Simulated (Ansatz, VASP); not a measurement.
# Two plane-wave programs on SiBI

```
Si B I
1.0
     3.89515    0.00000    0.00000
     0.00000    3.89515    0.00000
     0.00000    0.00000    8.08924
Si B I
2 2 2
Cartesian
  1.9476 0.0000 1.3260
  0.0000 1.9476 6.7633
  0.0000 0.0000 0.0000
  1.9476 1.9476 0.0000
  1.9476 0.0000 5.3629
  0.0000 1.9476 2.7263
```

Change from the starting cell: species swapped into the PbIF type (P4/nmm, No. 129).

Alike in both runs: task single point; functional PBE; k mesh 4 × 4 × 2; occupations gaussian, width 0.1 eV; no spin polarisation.

```csv
,VASP,Ansatz
version,VASP 6.6.1,Ansatz 0.2.0
potentials or method,"VASP PAW PBE potentials, release 64 (Si, B, I), cutoff 520 eV","scalar-relativistic, plane waves, PAW"
valence electrons in the cell,28,48
```

```tsv
	VASP	Ansatz	Ansatz less VASP
gap on the k mesh at the Fermi level (eV)	none	none	-
pressure (GPa)	-6.0	-5.9	+0.03
traceless stress, the component that is largest in VASP (GPa)	7.68	7.71	+0.027
rms of the force components (eV/Å)	0.609	0.611	+0.0017
```

Atom by atom the forces differ by 0.002 eV/Å (rms over components). A gap of «none» marks a metal or a gap that the smearing closes. The functional is the same, so the differences come from potentials, cutoffs and numerics. VASP's potentials hold 28 valence electrons a cell and Ansatz's 48, so a difference there can come from the potentials and not from the codes.

The k mesh is coarse, so the values compare programs but aren't converged. Spin-orbit coupling is off throughout.
